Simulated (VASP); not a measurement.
# Ti (I4/mmm) in VASP: notebook, part 2 of 2

VASP 6.6.1. The steps go on from the part before.

## Step 4: Single point, PBEsol (strain +0.040 along x and y, -0.040 along z)

File INCAR:

```
SYSTEM = Ti
  PREC = Accurate
  ENCUT = 520
  EDIFF = 1E-6
  ISMEAR = 0
  SIGMA = 0.15
  LREAL = .FALSE.
  LASPH = .TRUE.
  NELM = 60
  ALGO = Fast
  ISIF = 2
  LWAVE = .FALSE.
  LCHARG = .FALSE.
  GGA = PS
  NBANDS = 12
```

File KPOINTS:

```
regular mesh
0
G
  20 20 20
  0 0 0
```

File POSCAR:

```
Ti
1.0
   -1.7066400000      1.7066400000      1.5753600000
    1.7066400000     -1.7066400000      1.5753600000
    1.7066400000      1.7066400000     -1.5753600000
Ti
1
Direct
    0.0000000000      0.0000000000      0.0000000000
```

Potentials or basis: VASP PAW PBE potentials, release 64 (Ti_sv).

Launch:

```bash
> cat potpaw_PBE.64/Ti_sv/POTCAR > POTCAR
> mpirun -np 1 vasp_std > vasp.out
```

OUTCAR:

```text
SYSTEM = Ti
   PREC = Accurate
   ENCUT = 520
   EDIFF = 1E-6
   ISMEAR = 0
   LREAL = .FALSE.
   LASPH = .TRUE.
   NELM = 60
   ISIF = 2
   GGA = PS

 ion  position               nearest neighbor table
   1  0.000  0.000  0.000-

  LATTYP: Found a body centered tetragonal cell.
 ALAT       =     3.4132800000
 C/A-ratio  =     0.9230769231

  Lattice vectors:

 A1 = (  -1.7066400000,   1.7066400000,   1.5753600000)
 A2 = (   1.7066400000,  -1.7066400000,   1.5753600000)
 A3 = (   1.7066400000,   1.7066400000,  -1.5753600000)

Analysis of symmetry for initial positions (statically):
=====================================================================
 Subroutine PRICEL returns:
 Original cell was already a primitive cell.

 Routine SETGRP: Setting up the symmetry group for a
 body centered tetragonal supercell.

 Subroutine GETGRP returns: Found 16 space group operations
 (whereof 16 operations were pure point group operations)
 out of a pool of 16 trial point group operations.

The static configuration has the point symmetry D_4h.

Analysis of symmetry for dynamics (positions and initial velocities):
[... 172 lines left out ...]
      5       1.5716      2.00000
      6       7.9851      0.00000
      7       8.5427      0.00000
      8       8.5427      0.00000
      9       9.6119      0.00000
     10      10.2601      0.00000
     11      23.9704      0.00000
     12      23.9704      0.00000
[... 331 lines left out ...]
 k-point    24 :      -0.3500    0.0500    0.0000
  band No.  band energies     occupation
      1     -48.9383      2.00000
      2     -25.4429      2.00000
      3     -25.1662      2.00000
      4     -25.0479      2.00000
      5       4.3528      2.00000
      6       7.1999      1.95833
      7       7.7210      0.00403
      8       9.9592      0.00000
      9      10.1294      0.00000
     10      10.4235      0.00000
     11      18.8950      0.00000
     12      21.3300      0.00000

 [... further k-points ...]

------------------------ aborting loop because EDIFF is reached ----------------------------------------

  FORCE on cell =-STRESS in cart. coord.  units (eV):
  Direction    XX          YY          ZZ          XY          YZ          ZX
  --------------------------------------------------------------------------------------
  -------------------------------------------------------------------------------------
  Total       -1.0488194     -1.0488194     -1.3004240      0.0000000      0.0000000     -0.0000000
  in kB      -91.5561798    -91.5561798   -113.5198795      0.0000000      0.0000000     -0.0000000
  external PRESSURE =     -98.8774130 kB  Pullay stress =       0.0000000 kB

 VOLUME and BASIS-vectors are now :
 -----------------------------------------------------------------------------
  energy-cutoff  :      520.00
  volume of cell :       18.35
      direct lattice vectors                 reciprocal lattice vectors
    -1.706640000  1.706640000  1.575360000     0.000000000  0.292973328  0.317387772
     1.706640000 -1.706640000  1.575360000     0.292973328  0.000000000  0.317387772
     1.706640000  1.706640000 -1.575360000     0.292973328  0.292973328  0.000000000

 POSITION                                       TOTAL-FORCE (eV/Angst)
 -----------------------------------------------------------------------------------
      0.00000      0.00000      0.00000        -0.000000      0.000000     -0.000000
 -----------------------------------------------------------------------------------
    total drift:                                0.000000      0.000000     -0.000000

  FREE ENERGIE OF THE ION-ELECTRON SYSTEM (eV)
  ---------------------------------------------------
  free  energy   TOTEN  =        -8.1939188847 eV

  energy  without entropy=       -8.1663048296  energy(sigma->0) =       -8.18011186
```

OSZICAR:

```text
N       E                     dE             d eps       ncg     rms          rms(c)
DAV:   1     0.860804005124E+02    0.86080E+02   -0.65455E+03 15436   0.119E+03
DAV:   2    -0.507269638736E+01   -0.91153E+02   -0.88833E+02 15668   0.294E+02
DAV:   3    -0.937055541320E+01   -0.42979E+01   -0.42431E+01 21492   0.653E+01
[... 12 lines left out ...]
RMM:  16    -0.819391098849E+01   -0.55102E-05   -0.77968E-05 21639   0.614E-02    0.295E-02
RMM:  17    -0.819391408055E+01   -0.30921E-05   -0.39089E-05 19158   0.412E-02    0.183E-02
RMM:  18    -0.819391653373E+01   -0.24532E-05   -0.24806E-05 18052   0.336E-02    0.425E-03
RMM:  19    -0.819391799665E+01   -0.14629E-05   -0.12687E-05 15456   0.195E-02    0.681E-04
RMM:  20    -0.819391888470E+01   -0.88805E-06   -0.78968E-06 12986   0.119E-02
   1 F= -.81939189E+01 E0= -.81801119E+01  d E =-.276141E-01
```

It took 75 s on 1 thread of Intel Xeon 6975P-C (Granite Rapids), shared host; peak memory 0.25 GiB.

Results:

```yaml
Free_energy: -8.1939 eV
Pressure: -9.9 GPa
Band_gap_on_the_k_mesh: zero (bands 6 and 7 overlap by 1.46 eV)
```

Caveat: the cell differs from its parent crystal (strain +0.040 along x and y, -0.040 along z); the cell stands under tension; the PAW data sets were made with another functional, which shifts forces and pressure a little.

## Step 5: Single point, PBEsol (strain +0.080 along x and y, -0.080 along z)

File INCAR:

```
PREC = Accurate ; ENCUT = 520
EDIFF = 1E-7 ; ISMEAR = 0
SIGMA = 0.15 ; LREAL = F
LASPH = T ; NELM = 60
ALGO = Fast ; ISIF = 2
LWAVE = F ; LCHARG = T
GGA = PS ; LELF = T
LVHAR = T ; NBANDS = 12
```

File KPOINTS:

```
Automatic mesh
0
Gamma
  20 20 20
```

File POSCAR:

```
Ti
1.0
   -1.7722800000      1.7722800000      1.5097200000
    1.7722800000     -1.7722800000      1.5097200000
    1.7722800000      1.7722800000     -1.5097200000
Ti
1
Direct
    0.0000000000      0.0000000000      0.0000000000
```

Launch:

```bash
> cat potpaw_PBE.64/Ti_sv/POTCAR > POTCAR
> mpirun -np 1 vasp_std > vasp.out
```

It took 1.8 min on 1 thread of Intel Xeon 6975P-C (Granite Rapids), shared host; peak memory 0.26 GiB.

The run converged. Its results:

```yaml
Free_energy: -8.1581 eV
Pressure: -12.2 GPa
Band_gap_on_the_k_mesh: zero (bands 6 and 7 overlap by 1.23 eV)
```

Stress tensor (GPa, compression positive):
```
-12.48   0.00   0.00
  0.00 -12.48   0.00
  0.00   0.00 -11.70
```

Levels at points of the mesh, in eV from the Fermi level:
| k point | band 3 | band 4 | band 5 | band 6 | band 7 | band 8 | band 9 | band 10 |
| --- | --- | --- | --- | --- | --- | --- | --- | --- |
| (0.00, 0.00, 0.00) | -32.56 | -32.53 | -5.79 | 0.23 | 1.36 | 1.36 | 1.65 | 2.92 |
| (0.50, 0.00, 0.00) | -32.73 | -32.60 | -2.25 | -0.71 | 1.32 | 2.33 | 3.35 | 3.71 |
| (0.50, 0.50, 0.00) | -32.65 | -32.53 | -2.36 | 0.27 | 0.58 | 1.56 | 2.41 | 3.68 |
| (0.50, 0.50, 0.50) | -32.95 | -32.78 | -2.02 | -1.72 | 3.43 | 3.43 | 3.65 | 6.25 |

Caveat: the cell differs from its parent crystal (strain +0.080 along x and y, -0.080 along z); the cell stands under tension; the PAW data sets were made with another functional, which shifts forces and pressure a little.

## Step 6: Single point, PBEsol (strain +0.000 along x and y, +0.080 along z)

File INCAR:

```
PREC = Accurate
ENCUT = 520
EDIFF = 1E-7
ISMEAR = 0
SIGMA = 0.15
LREAL = False
LASPH = True
NELM = 60
ALGO = Fast
ISIF = 2
LWAVE = False
LCHARG = True
GGA = PS
LELF = True
LVHAR = True
NBANDS = 12
```

File KPOINTS:

```
regular mesh
0
Gamma
  20 20 20
```

File POSCAR:

```
Ti
1.0
   -1.6410000000      1.6410000000      1.7722800000
    1.6410000000     -1.6410000000      1.7722800000
    1.6410000000      1.6410000000     -1.7722800000
Ti
1
Direct
    0.0000000000      0.0000000000      0.0000000000
```

Potentials or basis: VASP PAW PBE potentials, release 64 (Ti_sv).

Launch:

```bash
> cat potpaw_PBE.64/Ti_sv/POTCAR > POTCAR
> mpirun -np 1 vasp_std > vasp.out
```

OUTCAR:

```text
PREC = Accurate
   ENCUT = 520
   EDIFF = 1E-7
   ISMEAR = 0
   LREAL = False
   LASPH = True
   NELM = 60
   ISIF = 2
   GGA = PS

 ion  position               nearest neighbor table
   1  0.000  0.000  0.000-

  LATTYP: Found a body centered tetragonal cell.
 ALAT       =     3.2820000000
 C/A-ratio  =     1.0800000000

  Lattice vectors:

 A1 = (  -1.6410000000,   1.6410000000,   1.7722800000)
 A2 = (   1.6410000000,  -1.6410000000,   1.7722800000)
 A3 = (   1.6410000000,   1.6410000000,  -1.7722800000)
[... 540 lines left out ...]
     12      21.1218      0.00000

 [... further k-points ...]

------------------------ aborting loop because EDIFF is reached ----------------------------------------

  FORCE on cell =-STRESS in cart. coord.  units (eV):
  Direction    XX          YY          ZZ          XY          YZ          ZX
  --------------------------------------------------------------------------------------
  -------------------------------------------------------------------------------------
  Total       -1.5740919     -1.5740919     -1.3609497      0.0000000     -0.0000000      0.0000000
  in kB     -132.1086290   -132.1086290   -114.2202686      0.0000000     -0.0000000      0.0000000
  external PRESSURE =    -126.1458422 kB  Pullay stress =       0.0000000 kB

 VOLUME and BASIS-vectors are now :
 -----------------------------------------------------------------------------
  energy-cutoff  :      520.00
  volume of cell :       19.09
      direct lattice vectors                 reciprocal lattice vectors
    -1.641000000  1.641000000  1.772280000     0.000000000  0.304692261  0.282122464
     1.641000000 -1.641000000  1.772280000     0.304692261  0.000000000  0.282122464
     1.641000000  1.641000000 -1.772280000     0.304692261  0.304692261  0.000000000

 POSITION                                       TOTAL-FORCE (eV/Angst)
 -----------------------------------------------------------------------------------
      0.00000      0.00000      0.00000         0.000000      0.000000      0.000000
 -----------------------------------------------------------------------------------
    total drift:                                0.000000      0.000000     -0.000000

  FREE ENERGIE OF THE ION-ELECTRON SYSTEM (eV)
  ---------------------------------------------------
  free  energy   TOTEN  =        -8.1402616984 eV

  energy  without entropy=       -8.1096267329  energy(sigma->0) =       -8.12494422
```

OSZICAR:

```text
N       E                     dE             d eps       ncg     rms          rms(c)
DAV:   1     0.853661229585E+02    0.85366E+02   -0.65246E+03 15432   0.118E+03
DAV:   2    -0.502617815145E+01   -0.90392E+02   -0.88137E+02 15700   0.293E+02
DAV:   3    -0.939761126646E+01   -0.43714E+01   -0.43152E+01 21732   0.651E+01
[... 16 lines left out ...]
RMM:  20    -0.814026061713E+01   -0.78486E-06   -0.65511E-06 19739   0.160E-02    0.313E-03
RMM:  21    -0.814026115405E+01   -0.53692E-06   -0.44047E-06 17669   0.116E-02    0.279E-04
RMM:  22    -0.814026141257E+01   -0.25852E-06   -0.22211E-06 15419   0.728E-03    0.178E-04
RMM:  23    -0.814026160753E+01   -0.19496E-06   -0.18366E-06 13197   0.495E-03    0.110E-04
RMM:  24    -0.814026169842E+01   -0.90887E-07   -0.92438E-07 11982   0.359E-03
   1 F= -.81402617E+01 E0= -.81249442E+01  d E =-.306350E-01
```

It took 94 s on 1 thread of Intel Xeon 6975P-C (Granite Rapids), shared host; peak memory 0.25 GiB.

What came out:

```
Free energy            : -8.1403 eV
Pressure               : -12.6 GPa
Band gap on the k mesh : zero (bands 6 and 7 overlap by 1.41 eV)
```

Caveat: the cell differs from its parent crystal (strain +0.000 along x and y, +0.080 along z); the cell stands under tension; the PAW data sets were made with another functional, which shifts forces and pressure a little.

## Step 7: The runs side by side

| cell | gap on the mesh (eV) | pressure (GPa) |
| --- | --- | --- |
| a = 2.847 Å, angles 106.3, 106.3, 115.9°, 1 atom | none | -6.8 |
| a = 2.847 Å, angles 112.8, 112.8, 103.0°, 1 atom | none | -6.1 |
| a = 2.882 Å, angles 107.4, 107.4, 113.7°, 1 atom | none | -9.9 |
| a = 2.926 Å, angles 105.4, 105.4, 117.9°, 1 atom | none | -12.2 |
| a = 2.920 Å, angles 111.6, 111.6, 105.3°, 1 atom | none | -12.6 |

Alike in all rows: task single point; level PBEsol; potentials or basis VASP PAW PBE potentials, release 64 (Ti_sv); no spin polarisation; k mesh 20 × 20 × 20; cutoff (eV) 520; smearing gaussian 0.15 eV.

Caveats: the cell stands under tension; the PAW data sets were made with another functional, which shifts forces and pressure a little.

Absolute energies hang on the potentials; compare differences alone.
